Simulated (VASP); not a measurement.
## Au: single point with PBEsol

Crystal: Au.

```xyz
1
Lattice="0.0000 1.9819 1.9819 1.9819 0.0000 1.9819 1.9819 1.9819 0.0000" Properties=species:S:1:pos:R:3 pbc="T T T"
Au    0.0000    0.0000    0.0000
```

* Program: VASP 6.6.1
* Task: single point
* Functional: PBEsol
* Potentials or basis: VASP PAW PBE potentials, release 64 (Au)
* Cutoff: 500 eV
* k mesh: 9 × 9 × 9
* Occupations: fermi-dirac, width 0.05 eV
* Spin: no spin polarisation

```yaml
Pressure: 19.7 GPa
Band_gap_on_the_k_mesh: zero (an odd number of electrons rules out a gap without spin polarisation)
```

Levels at points of the mesh, in eV from the Fermi level:
| k point | band 2 | band 3 | band 4 | band 5 | band 6 | band 7 | band 8 | band 9 | band 10 | band 11 |
| --- | --- | --- | --- | --- | --- | --- | --- | --- | --- | --- |
| (0.00, 0.00, 0.00) | -4.96 | -4.96 | -4.96 | -3.17 | -3.17 | 14.57 | 19.08 | 19.08 | 19.08 | 24.25 |

It took 5.8 s on 1 thread of Intel(R) Xeon(R) Platinum 8375C CPU @ 2.90GHz (Ice Lake) (shared host), peak memory 0.12 GiB.

Caveat: the cell stands under pressure; the PAW data sets were made with another functional, which shifts forces and pressure a little; spin-orbit coupling is left out, which moves the levels of the heavy elements.
